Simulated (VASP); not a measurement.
H3C8Cl, 24 atoms in the cell. The cell holds a slab with vacuum, 24 atoms: a = 5.049 Å, b = 5.049 Å, c = 15.776 Å, α = 90.00°, β = 90.00°, γ = 60.00°. 

| Item | Value |
| --- | --- |
| Program | VASP 6.6.1 |
| Task | single point |
| Functional | PBEsol |
| Potentials or basis | VASP PAW PBE potentials, release 64 (H, C, Cl) |
| Cutoff | 520 eV |
| k mesh | 3 × 3 × 1 |
| Occupations | gaussian, width 0.05 eV |
| Spin | no spin polarisation |
| Dipole correction | no |
| Further INCAR settings | LREAL = Auto; ALGO = Normal; EDIFF = 1e-07; NBANDS = 60 |

Potentials or basis: VASP PAW PBE potentials, release 64 (H, C, Cl).

Command:

```bash
$ cat potpaw_PBE.64/H/POTCAR potpaw_PBE.64/C/POTCAR potpaw_PBE.64/Cl/POTCAR > POTCAR
$ mpirun -np 1 vasp_std > vasp.out
```

Hardware: 1 thread of Intel(R) Xeon(R) 6975P-C (Granite Rapids), on a shared host.

**Question.** Estimate the wall time of this run.

**Answer.** Wall time 2.6 min on 1 thread of Intel(R) Xeon(R) 6975P-C (Granite Rapids) (shared host), peak memory 0.45 GiB. Counts: scf iterations 26, k points 5.
